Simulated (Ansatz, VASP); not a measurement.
**CsSnI3: VASP beside Ansatz**

```
Cs Sn I
1.0
     6.17908    0.00000    0.00000
     0.00000    6.17908    0.00000
     0.00000    0.00000    6.25909
Cs Sn I
1 1 3
Direct
  0.00000 0.00000 0.00000
  0.50000 0.50000 0.50000
  0.50000 0.50000 0.00000
  0.50000 0.00000 0.50000
  0.00000 0.50000 0.50000
```

Change from the starting cell: epitaxial_xy strain -1.0%.

Alike in both runs: task single point; functional HSE06; k mesh 2 × 2 × 2; no spin polarisation.

```csv
,VASP,Ansatz
version,VASP 6.6.1,Ansatz 0.2.0
potentials or method,"VASP PAW PBE potentials, release 64 (Cs_sv, Sn_d, I)","plane waves, PAW"
plane-wave cutoff (eV),520,420
occupations,"gaussian, width 0.01 eV",fixed
valence electrons in the cell,44,74
```

VASP gave:

- gap on the k mesh at the Fermi level (eV): 0.71
- pressure (GPa): 1.7
- traceless stress, the component that is largest in VASP (GPa): -0.38

Question: Estimate Ansatz's values.

Answer: gap on the k mesh at the Fermi level (eV): 0.71; pressure (GPa): 1.8; traceless stress, the component that is largest in VASP (GPa): -0.38.

VASP's potentials hold 44 valence electrons a cell and Ansatz's 74, so a difference there can come from the potentials and not from the codes. Ansatz's warnings: stress exchange threshold loose, stress scf threshold loose.

The k mesh is coarse, so the values compare programs but aren't converged. Spin-orbit coupling is off throughout.
